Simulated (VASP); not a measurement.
A run of VASP 6.6.1:

File INCAR:

```
SYSTEM = Au
PREC = Accurate
ENCUT = 500
EDIFF = 1E-6
ISMEAR = 1
SIGMA = 0.1
LREAL = .False.
LASPH = .True.
NELM = 120
ALGO = Normal
ISIF = 2
LWAVE = .False.
LCHARG = .True.
LELF = .True.
LVHAR = .True.
NBANDS = 12
GGA_COMPAT = .False.
```

The input KPOINTS:

```
Automatic mesh
0
Gamma
  11 11 11
  0 0 0
```

File POSCAR:

```
Au
1.0
    0.0000000000      2.0749120936      2.0749120936
    2.0749120936      0.0000000000      2.0749120936
    2.0749120936      2.0749120936      0.0000000000
Au
1
Direct
    0.0000000000      0.0000000000      0.0000000000
```

Potentials or basis: VASP PAW LDA potentials, release 64 (Au).

Command:

```bash
$ cat potpaw_LDA.64/Au/POTCAR > POTCAR
$ mpirun -np 1 vasp_std > vasp.out
```

Hardware: 1 thread of Intel(R) Xeon(R) Platinum 8559C (Emerald Rapids), on a shared host.

Question: Estimate the wall time of this run.

Answer: Run time: 5.3 s on 1 thread of Intel(R) Xeon(R) Platinum 8559C (Emerald Rapids) (shared host), peak memory 0.13 GiB. Counts: scf iterations 10, k points 56.
